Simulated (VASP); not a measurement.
# CuO (C2/c) in VASP: a series of runs, part 2 of 3

VASP 6.6.1. The steps go on from the part before.

## 3. Vibrations by perturbation theory, PBEsol

INCAR reads:

```
SYSTEM = CuO
  PREC = Accurate
  ENCUT = 600
  EDIFF = 1E-8
  ISMEAR = -1
  SIGMA = 0.05
  LREAL = .False.
  LASPH = .True.
  NELM = 120
  ALGO = Normal
  ISIF = 2
  LWAVE = .False.
  LCHARG = .False.
  GGA = PS
  NBANDS = 25
  IBRION = 8
  NSW = 1
  GGA_COMPAT = .False.
```

KPOINTS reads:

```
Automatic mesh
0
Gamma
  7 7 4
  0 0 0
```

POSCAR reads:

```
CuO
1.0
    2.3418500000     -1.7113000000      0.0000000000
    2.3418500000      1.7113000000      0.0000000000
   -0.8500274268      0.0000000000      5.0578693947
Cu O
2 2
Direct
    0.5000000000      0.0000000000      0.5000000000
    0.0000000000      0.5000000000      0.0000000000
    0.4184000000      0.5816000000      0.7500000000
    0.5816000000      0.4184000000      0.2500000000
```

Potentials or basis: VASP PAW PBE potentials, release 64 (Cu, O).

The run is started by

```sh
> cat potpaw_PBE.64/Cu/POTCAR potpaw_PBE.64/O/POTCAR > POTCAR
> mpirun -np 1 vasp_std > vasp.out
```

OUTCAR:

```text
SYSTEM = CuO
   PREC = Accurate
   ENCUT = 600
   EDIFF = 1E-8
   ISMEAR = -1
   LREAL = .False.
   LASPH = .True.
   NELM = 120
   ISIF = 2
   GGA = PS
   IBRION = 8
   NSW = 1

 ion  position               nearest neighbor table
   1  0.500  0.000  0.500-   3 1.95   4 1.95   4 1.96   3 1.96
   2  0.000  0.500  0.000-   4 1.95   3 1.95   4 1.96   3 1.96
   3  0.418  0.582  0.750-   2 1.95   1 1.95   2 1.96   1 1.96
   4  0.582  0.418  0.250-   1 1.95   2 1.95   2 1.96   1 1.96

  LATTYP: Found a base centered monoclinic cell.
 ALAT       =     4.6837000000
 B/A-ratio  =     0.7307470589
 C/A-ratio  =     1.0950317057
 COS(beta)  =    -0.1657361228

  Lattice vectors:

 A1 = (   2.3418500000,  -1.7113000000,   0.0000000000)
 A2 = (   2.3418500000,   1.7113000000,   0.0000000000)
 A3 = (  -0.8500274268,   0.0000000000,   5.0578693947)

Analysis of symmetry for initial positions (statically):
=====================================================================
 Subroutine PRICEL returns:
 Original cell was already a primitive cell.

 Routine SETGRP: Setting up the symmetry group for a
 base centered monoclinic supercell.

 Subroutine GETGRP returns: Found  4 space group operations
 (whereof  2 operations were pure point group operations)
 out of a pool of  4 trial point group operations.

The static configuration has the point symmetry S_2 .
 The point group associated with its full space group is C_2h.

Analysis of symmetry for dynamics (positions and initial velocities):
=====================================================================
 Subroutine PRICEL returns:
 Original cell was already a primitive cell.

 Routine SETGRP: Setting up the symmetry group for a
 base centered monoclinic supercell.

 Subroutine GETGRP returns: Found  4 space group operations
 (whereof  2 operations were pure point group operations)
 out of a pool of  4 trial point group operations.

The dynamic configuration has the point symmetry S_2 .
 The point group associated with its full space group is C_2h.

 Subroutine INISYM returns: Found  4 space group operations
 (whereof  2 operations are pure point group operations),
 and found     1 'primitive' translations

[... 839 lines left out ...]
 -----------------------------------------------------------------------------
  energy-cutoff  :      600.00
  volume of cell :       40.54
      direct lattice vectors                 reciprocal lattice vectors
     2.341850000 -1.711300000  0.000000000     0.213506416 -0.292175539  0.035881968
     2.341850000  1.711300000  0.000000000     0.213506416  0.292175539  0.035881968
    -0.850027427  0.000000000  5.057869395     0.000000000  0.000000000  0.197711709

 POSITION                                       TOTAL-FORCE (eV/Angst)
 -----------------------------------------------------------------------------------
      0.74591     -0.85565      2.52893         0.000000      0.000000      0.000000
      1.17092      0.85565      0.00000         0.000000     -0.000000      0.000000
      1.70433      0.27928      3.79340        -0.000000     -0.342717      0.000000
      2.12934     -0.27928      1.26447        -0.000000      0.342717      0.000000
 -----------------------------------------------------------------------------------
    total drift:                                0.000000     -0.000000     -0.000000

  FREE ENERGIE OF THE ION-ELECTRON SYSTEM (eV)
  ---------------------------------------------------
  free  energy   TOTEN  =       -21.3563250987 eV

  energy  without entropy=      -21.3381325133  energy(sigma->0) =      -21.34722881

[... ionic steps 2 to 9 ...]

--------------------------------------- Ionic step       10  -------------------------------------------

------------------------ aborting loop because EDIFF is reached ----------------------------------------

--------------------------------------- Ionic step       11  -------------------------------------------

------------------------ aborting loop because EDIFF is reached ----------------------------------------

--------------------------------------- Ionic step       12  -------------------------------------------

 Free energy of the ion-electron system (eV)
  ---------------------------------------------------
  ---------------------------------------------------
  free energy    TOTEN  =        -0.37765030 eV

  energy without entropy =       -0.37765030

------------------------ aborting loop because EDIFF is reached ----------------------------------------

 INTERNAL STRAIN TENSOR  FOR ION    3  DIRECTION 3   (eV/Angst):
 -----------------------------------------------------------------------------
     0.00458 -2.90485  0.00339
    -2.61501 -0.00439 -4.48856
    -0.01230 -4.48528 -0.01800

 INTERNAL STRAIN TENSOR FOR ION    4 for displacements in x,y,z  (eV/Angst):
          X           Y           Z          XY          YZ          ZX
  --------------------------------------------------------------------------------
  x     0.00000     0.00000     0.00000     0.89432     3.68040     0.00000
  y     0.38172     4.45361     4.71544     0.00000     0.00000     4.84032
  z     0.00000     0.00000     0.00000     2.61501     4.48528     0.00000

 SECOND DERIVATIVES (NOT SYMMETRIZED)
 ------------------------------------
               1X          1Y          1Z          2X          2Y          2Z          3X          3Y          3Z          4X          4Y          4Z
  1X    -9.834361   -4.855635    1.068248    0.345311    0.201622   -0.126069    4.744525    2.327006   -0.471090    4.744525    2.327006   -0.471090
  1Y    -4.856225   -7.468837   -1.861877   -0.199154    0.739703   -0.216439    2.527690    3.364567    1.039158    2.527690    3.364567    1.039158
  1Z     1.068870   -1.863609  -14.943927   -0.126857    0.216150    4.399507   -0.471007    0.823729    5.272210   -0.471007    0.823729    5.272210
  2X     0.345311   -0.201622   -0.126069   -9.834361    4.855635    1.068248    4.744525   -2.327006   -0.471090    4.744525   -2.327006   -0.471090
  2Y     0.199154    0.739703    0.216439    4.856225   -7.468837    1.861877   -2.527690    3.364567   -1.039158   -2.527690    3.364567   -1.039158
  2Z    -0.126857   -0.216150    4.399507    1.068870    1.863609  -14.943927   -0.471007   -0.823729    5.272210   -0.471007   -0.823729    5.272210
  3X     4.748999    2.526961   -0.468041    4.748999   -2.526961   -0.468041   -7.660310    0.000000    1.076413   -1.837689    0.000000   -0.140332
  3Y     2.328810    3.359910    0.824941   -2.328810    3.359910   -0.824941    0.000000   -5.714917    0.000000    0.000000   -1.004903    0.000000
  3Z    -0.474363    1.039208    5.303697   -0.474363   -1.039208    5.303697    1.092761    0.000000  -11.980713   -0.144036    0.000000    1.373320
  4X     4.748999    2.526961   -0.468041    4.748999   -2.526961   -0.468041   -1.837689    0.000000   -0.140332   -7.660310    0.000000    1.076413
  4Y     2.328810    3.359910    0.824941   -2.328810    3.359910   -0.824941    0.000000   -1.004903    0.000000    0.000000   -5.714917    0.000000
  4Z    -0.474363    1.039208    5.303697   -0.474363   -1.039208    5.303697   -0.144036    0.000000    1.373320    1.092761    0.000000  -11.980713

 Eigenvectors and eigenvalues of the dynamical matrix
 ----------------------------------------------------

   1 f  =   14.602246 THz    91.748615 2PiTHz  487.078485 cm-1    60.390008 meV
             X         Y         Z           dx          dy          dz
      0.745911 -0.855650  2.528935     0.171921    0.033264   -0.265427
      1.170925  0.855650  0.000000     0.171921   -0.033264   -0.265427
      1.704329  0.279284  3.793402    -0.342610    0.000000    0.530569
      2.129343 -0.279284  1.264467    -0.342610    0.000000    0.530569
[... 71 lines left out ...]
  12 f/i=    0.017944 THz     0.112748 2PiTHz    0.598562 cm-1     0.074212 meV
             X         Y         Z           dx          dy          dz
      0.745911 -0.855650  2.528935     0.099310   -0.000935    0.624594
      1.170925  0.855650  0.000000     0.099310    0.000935    0.624594
      1.704329  0.279284  3.793402     0.049564   -0.000000    0.312350
      2.129343 -0.279284  1.264467     0.049564   -0.000000    0.312350

--------------------------------------------------------------------------------------------------------

 ELASTIC MODULI CONTR FROM IONIC RELAXATION (kBar)
 Direction    XX          YY          ZZ          XY          YZ          ZX
 --------------------------------------------------------------------------------
 XX          -2.4453    -28.5295    -30.2067     -0.0000     -0.0000    -31.0067
 YY         -28.5295   -332.8589   -352.4275     -0.0000     -0.0000   -361.7612
 ZZ         -30.2067   -352.4275   -373.1465     -0.0000     -0.0000   -383.0289
 XY          -0.0000     -0.0000     -0.0000    -58.2940   -133.6972     -0.0000
 YZ          -0.0000     -0.0000     -0.0000   -133.6972   -350.9181     -0.0000
 ZX         -31.0067   -361.7612   -383.0289     -0.0000     -0.0000   -393.1731
 --------------------------------------------------------------------------------
```

Run time: 23 min. Hardware: 1 thread of Intel Xeon 8259CL, shared host; peak memory 0.38 GiB.

Results:

* Highest phonon frequency at Γ, LO-TO splitting left out: 487 cm⁻¹

Phonon frequencies in cm⁻¹ (negative: imaginary):
| q point | frequencies |
| --- | --- |
| (0.000, 0.000, 0.000) | -1 0 0 139 157 283 287 309 403 454 480 487 |

Caveat: the cell stands under pressure or tension, which shifts response properties.

[end of part 2 of 3]
